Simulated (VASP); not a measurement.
Input of a VASP 6.6.1 run:

The input INCAR:

```
  PREC = Accurate
  ENCUT = 520
  EDIFF = 1E-6
  ISMEAR = 0
  SIGMA = 0.1
  LREAL = F
  LASPH = T
  NELM = 100
  ALGO = Normal
  ISIF = 2
  LWAVE = F
  LCHARG = F
  GGA = PE
  NBANDS = 32
```

The input KPOINTS:

```
regular mesh
0
Gamma
  3 3 4
```

The input POSCAR:

```
Zn2GeN2
1.0
    5.8352483400      0.0000000000      0.0000000000
   -2.9176241700      5.0534733000      0.0000000000
    0.0000000000      0.0000000000      4.2927002400
Zn Ge N
2 1 2
Direct
    0.3333333300      0.6666666700      0.2177249900
    0.6666666700      0.3333333300      0.7822750100
    0.0000000000      0.0000000000      0.5000000000
    0.0000000000      0.0000000000      0.7184994300
    0.0000000000      0.0000000000      0.2815005700
```

Potentials or basis: VASP PAW PBE potentials, release 64 (Zn, Ge_d, N).

The run is started by

```console
$ cat potpaw_PBE.64/Zn/POTCAR potpaw_PBE.64/Ge_d/POTCAR potpaw_PBE.64/N/POTCAR > POTCAR
$ mpirun -np 1 vasp_std > vasp.out
```

Problem. Predict the largest force.

Solution. 306.441 eV/Å.

Problem. Estimate the pressure.

Solution. 236.2 GPa.

Problem. What does it give for the band gap on the k mesh?

Solution. Zero (bands 24 and 25 overlap by 0.04 eV).

Stress tensor (GPa, compression positive):
```
 -0.84   0.00   0.00
  0.00  -0.84   0.00
  0.00   0.00 710.16
```

Caveat: the k points lie up to 0.41 Å⁻¹ apart; atoms lie so close that the PAW spheres overlap strongly, which falsifies energies and pressures; forces of over 1 eV/Å act on the atoms, so gaps and moduli don't describe the material at rest.
